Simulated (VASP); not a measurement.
# Si (Fd-3m) in VASP: notebook, part 2 of 2

VASP 6.6.1. The steps go on from the part before.

### Step 4. Single point, PBEsol

This run uses another cell than the first one, of 18.66 Å³/atom.

Input file INCAR:

```
  PREC = Accurate
  ENCUT = 500
  EDIFF = 1E-6
  ISMEAR = 0
  SIGMA = 0.01
  LREAL = F
  LASPH = T
  NELM = 120
  ALGO = Normal
  ISIF = 2
  LWAVE = F
  LCHARG = F
  GGA = PS
  NBANDS = 11
  GGA_COMPAT = F
```

Input file KPOINTS:

```
regular mesh
0
Gamma
  6 6 6
```

Input file POSCAR:

```
Si
1.0
    0.0000000000      2.6524072299      2.6524072299
    2.6524072299      0.0000000000      2.6524072299
    2.6524072299      2.6524072299      0.0000000000
Si
2
Direct
    0.2500000000      0.2500000000      0.2500000000
    1.0000000000      1.0000000000      1.0000000000
```

Potentials or basis: VASP PAW PBE potentials, release 64 (Si).

The run is started by

```
> cat potpaw_PBE.64/Si/POTCAR > POTCAR
> mpirun -np 1 vasp_std > vasp.out
```

OUTCAR:

```text
PREC = Accurate
   ENCUT = 500
   EDIFF = 1E-6
   ISMEAR = 0
   LREAL = F
   LASPH = T
   NELM = 120
   ISIF = 2
   GGA = PS

 ion  position               nearest neighbor table
   1  0.250  0.250  0.250-   2 2.30   2 2.30   2 2.30   2 2.30
   2  0.000  0.000  0.000-   1 2.30   1 2.30   1 2.30   1 2.30

  LATTYP: Found a face centered cubic cell.
 ALAT       =     5.3048144598

  Lattice vectors:

 A1 = (   0.0000000000,   2.6524072299,   2.6524072299)
 A2 = (   2.6524072299,   0.0000000000,   2.6524072299)
 A3 = (   2.6524072299,   2.6524072299,   0.0000000000)

Analysis of symmetry for initial positions (statically):
=====================================================================
 Subroutine PRICEL returns:
 Original cell was already a primitive cell.

 Routine SETGRP: Setting up the symmetry group for a
 face centered cubic supercell.

 Subroutine GETGRP returns: Found 48 space group operations
 (whereof 24 operations were pure point group operations)
 out of a pool of 48 trial point group operations.

The static configuration has the point symmetry T_d .
 The point group associated with its full space group is O_h .

[... 161 lines left out ...]
      1      -5.9585      2.00000
      2       6.5354      2.00000
      3       6.5354      2.00000
      4       6.5354      2.00000
      5       9.0731      0.00000
      6       9.0731      0.00000
      7       9.0731      0.00000
      8      10.6809      0.00000
      9      14.2532      0.00000
     10      14.2532      0.00000
     11      14.5360      0.00000
[... 197 lines left out ...]
 k-point    16 :      -0.3333    0.5000    0.1667
  band No.  band energies     occupation
      1      -1.3851      2.00000
      2      -1.3851      2.00000
      3       2.5509      2.00000
      4       2.5509      2.00000
      5       9.1720      0.00000
      6       9.1720      0.00000
      7      13.4890      0.00000
      8      13.4890      0.00000
      9      17.4931      0.00000
     10      17.4931      0.00000
     11      20.0177      0.00000

------------------------ aborting loop because EDIFF is reached ----------------------------------------

  FORCE on cell =-STRESS in cart. coord.  units (eV):
  Direction    XX          YY          ZZ          XY          YZ          ZX
  --------------------------------------------------------------------------------------
  -------------------------------------------------------------------------------------
  Total        1.8928491      1.8928491      1.8928491      0.0000000      0.0000000     -0.0000000
  in kB       81.2598396     81.2598396     81.2598396      0.0000000      0.0000000     -0.0000000
  external PRESSURE =      81.2598396 kB  Pullay stress =       0.0000000 kB

 VOLUME and BASIS-vectors are now :
 -----------------------------------------------------------------------------
  energy-cutoff  :      500.00
  volume of cell :       37.32
      direct lattice vectors                 reciprocal lattice vectors
     0.000000000  2.652407230  2.652407230    -0.188508007  0.188508007  0.188508007
     2.652407230  0.000000000  2.652407230     0.188508007 -0.188508007  0.188508007
     2.652407230  2.652407230  0.000000000     0.188508007  0.188508007 -0.188508007

 POSITION                                       TOTAL-FORCE (eV/Angst)
 -----------------------------------------------------------------------------------
      1.32620      1.32620      1.32620         0.000000      0.000000      0.000000
      0.00000      0.00000      0.00000        -0.000000     -0.000000     -0.000000
 -----------------------------------------------------------------------------------
    total drift:                                0.000000      0.000000     -0.000000

  FREE ENERGIE OF THE ION-ELECTRON SYSTEM (eV)
  ---------------------------------------------------
  free  energy   TOTEN  =       -11.3994584494 eV

  energy  without entropy=      -11.3994584494  energy(sigma->0) =      -11.39945845
```

Run time: 3.2 s. Hardware: 1 thread of Intel Xeon 6975P-C (Granite Rapids), shared host; peak memory 0.14 GiB.

What came out:

```
Free energy            : -11.3995 eV
Pressure               : 8.1 GPa
Band gap on the k mesh : 0.44 eV (least direct gap 2.54 eV)
```

Caveat: the cell stands under pressure; the PAW data sets were made with another functional, which shifts forces and pressure a little. Expect the measured gap to be larger: semilocal functionals such as PBEsol lack the derivative discontinuity.

### Step 5. Relaxation of cell and atoms, PBEsol

This run uses another cell than the first one, of 19.98 Å³/atom.

Input file INCAR:

```
PREC = Accurate
ENCUT = 500
EDIFF = 1E-7
ISMEAR = 0
SIGMA = 0.01
LREAL = F
LASPH = T
NELM = 120
ALGO = Normal
ISIF = 3
LWAVE = F
LCHARG = F
GGA = PS
IBRION = 2
NSW = 80
EDIFFG = -0.01
GGA_COMPAT = F
NELMIN = 4
```

KPOINTS is that of step 4.

Input file POSCAR:

```
Si
1.0
    0.0000000000      2.7135600000      2.7135600000
    2.7135600000      0.0000000000      2.7135600000
    2.7135600000      2.7135600000      0.0000000000
Si
2
Direct
    0.2500000000      0.2500000000      0.2500000000
    1.0000000000      1.0000000000      1.0000000000
```

Potentials or basis: VASP PAW PBE potentials, release 64 (Si).

The run is started by

```
> cat potpaw_PBE.64/Si/POTCAR > POTCAR
> mpirun -np 1 vasp_std > vasp.out
```

OUTCAR:

```text
PREC = Accurate
   ENCUT = 500
   EDIFF = 1E-7
   ISMEAR = 0
   LREAL = F
   LASPH = T
   NELM = 120
   ISIF = 3
   GGA = PS
   IBRION = 2
   NSW = 80
   EDIFFG = -0.01
   NELMIN = 4

 ion  position               nearest neighbor table
   1  0.250  0.250  0.250-   2 2.35   2 2.35   2 2.35   2 2.35
   2  0.000  0.000  0.000-   1 2.35   1 2.35   1 2.35   1 2.35

  LATTYP: Found a face centered cubic cell.
 ALAT       =     5.4271200000

  Lattice vectors:

 A1 = (   0.0000000000,   2.7135600000,   2.7135600000)
 A2 = (   2.7135600000,   0.0000000000,   2.7135600000)
 A3 = (   2.7135600000,   2.7135600000,   0.0000000000)

[... 173 lines left out ...]
  Direction    XX          YY          ZZ          XY          YZ          ZX
  --------------------------------------------------------------------------------------
  -------------------------------------------------------------------------------------
  Total        0.1312542      0.1312542      0.1312542      0.0000000     -0.0000000     -0.0000000
  in kB        5.2622970      5.2622970      5.2622970      0.0000000     -0.0000000     -0.0000000
  external PRESSURE =       5.2622970 kB  Pullay stress =       0.0000000 kB
[... 59 lines left out ...]
--------------------------------------- Ionic step        3  -------------------------------------------

 number of electron       8.0000001 magnetization

 Free energy of the ion-electron system (eV)
  ---------------------------------------------------
  ext. energy  EPLUGINS =         0.00000000
  ---------------------------------------------------
  free energy    TOTEN  =       -11.46764276 eV

  energy without entropy =      -11.46764276  energy(sigma->0) =      -11.46764276

 E-fermi :   5.8643     XC(G=0):  -9.5362

 val. band max:        5.7634359299   @ k =   0.0000   0.0000   0.0000
 cond. band min:       6.3546540234   @ k =   0.5000   0.5000   0.0000
 fundamental gap:      0.5912180935
 Fermi energy:         5.8642845782

 k-point     1 :       0.0000    0.0000    0.0000
  band No.  band energies     occupation
      1      -6.2050      2.00000
      2       5.7634      2.00000
      3       5.7634      2.00000
      4       5.7634      2.00000
      5       8.2753      0.00000
      6       8.2753      0.00000
      7       8.2753      0.00000
      8       9.0478      0.00000
[... 192 lines left out ...]
  FREE ENERGIE OF THE ION-ELECTRON SYSTEM (eV)
  ---------------------------------------------------
  free  energy   TOTEN  =       -11.4676427616 eV

  energy  without entropy=      -11.4676427616  energy(sigma->0) =      -11.46764276

 reached required accuracy - stopping structural energy minimisation
```

OSZICAR:

```text
N       E                     dE             d eps       ncg     rms          rms(c)
DAV:   1     0.539180905432E+01    0.53918E+01   -0.30256E+03   256   0.741E+02
DAV:   2    -0.114882700629E+02   -0.16880E+02   -0.16094E+02   392   0.794E+01
DAV:   3    -0.116958366125E+02   -0.20757E+00   -0.20757E+00   296   0.111E+01
[... 20 lines left out ...]
DAV:   2    -0.114676720278E+02    0.64299E-04   -0.60166E-05   296   0.531E-02    0.343E-02
DAV:   3    -0.114676420324E+02    0.29995E-04   -0.73242E-05   296   0.434E-02    0.105E-02
DAV:   4    -0.114676422081E+02   -0.17571E-06   -0.69325E-07   304   0.757E-03    0.920E-03
DAV:   5    -0.114676427842E+02   -0.57603E-06   -0.85450E-08   232   0.224E-03    0.171E-03
DAV:   6    -0.114676427616E+02    0.22544E-07   -0.24914E-09   136   0.468E-04
   3 F= -.11467643E+02 E0= -.11467643E+02  d E =-.357328E-03
```

CONTCAR:

```text
Si
   1.00000000000000
     0.0000000000000000    2.7185188978207133    2.7185188978207133
     2.7185188978207133   -0.0000000000000000    2.7185188978207133
     2.7185188978207133    2.7185188978207133   -0.0000000000000000
  Si
     2
Direct
     0.2500000000000000    0.2500000000000000    0.2500000000000000
     0.0000000000000000    0.0000000000000000    0.0000000000000000

  0.00000000E+00  0.00000000E+00  0.00000000E+00
  0.00000000E+00  0.00000000E+00  0.00000000E+00
```

Wall time 5.2 s (1 thread of Intel Xeon 6975P-C (Granite Rapids), shared host); peak memory 0.14 GiB.

Results:

```yaml
Free_energy: -11.4676 eV
Relaxed_volume: 20.09 Å³/atom
Relaxed_cell: a = 3.845 Å, b = 3.845 Å, c = 3.845 Å, α = 60.00°, β = 60.00°, γ = 60.00°
Space_group_after_relaxing_to_0.1_Å: Fd-3m (No. 227)
Energy_gained_by_relaxing: 0.2 meV/atom
Ionic_steps: 3
Pressure_after_relaxing: 0.0 GPa
Band_gap_on_the_k_mesh: 0.59 eV (least direct gap 2.51 eV)
```

Step by step:
| step | energy change (eV) | largest force (eV/Å) | pressure (GPa) | volume (Å³) |
| --- | --- | --- | --- | --- |
| 1 | 0.0000 | 0.0000 | 0.53 | 39.96 |
| 2 | -0.0002 | 0.0000 | -0.37 | 40.34 |
| 3 | -0.0004 | 0.0000 | 0.00 | 40.18 |

Final structure:
```xyz
2
Lattice="0.0000 2.7185 2.7185 2.7185 0.0000 2.7185 2.7185 2.7185 0.0000" Properties=species:S:1:pos:R:3 pbc="T T T"
Si    1.3593    1.3593    1.3593
Si    0.0000    0.0000    0.0000
```

Caveat: the PAW data sets were made with another functional, which shifts forces and pressure a little. Zero-point motion and thermal expansion aren't in these numbers.

### Step 6. The runs side by side

```csv
task,cell,gap on the mesh (eV),pressure (GPa)
single point,"a = 3.793 Å, angles 60.0°, 2 atoms",0.51,4.2
single point,"a = 3.772 Å, angles 60.0°, 2 atoms",0.47,6.1
single point,"a = 3.751 Å, angles 60.0°, 2 atoms",0.44,8.1
relaxation of cell and atoms,"relaxed from a = 3.838 Å, angles 60.0°, 2 atoms",0.59,0.0
```

Alike in all rows: level PBEsol; potentials or basis VASP PAW PBE potentials, release 64 (Si); no spin polarisation; k mesh 6 × 6 × 6; cutoff (eV) 500; smearing gaussian 0.01 eV.

Caveats: the PAW data sets were made with another functional, which shifts forces and pressure a little; the cell stands under pressure (at least some runs).

Absolute energies hang on the potentials; compare differences alone.
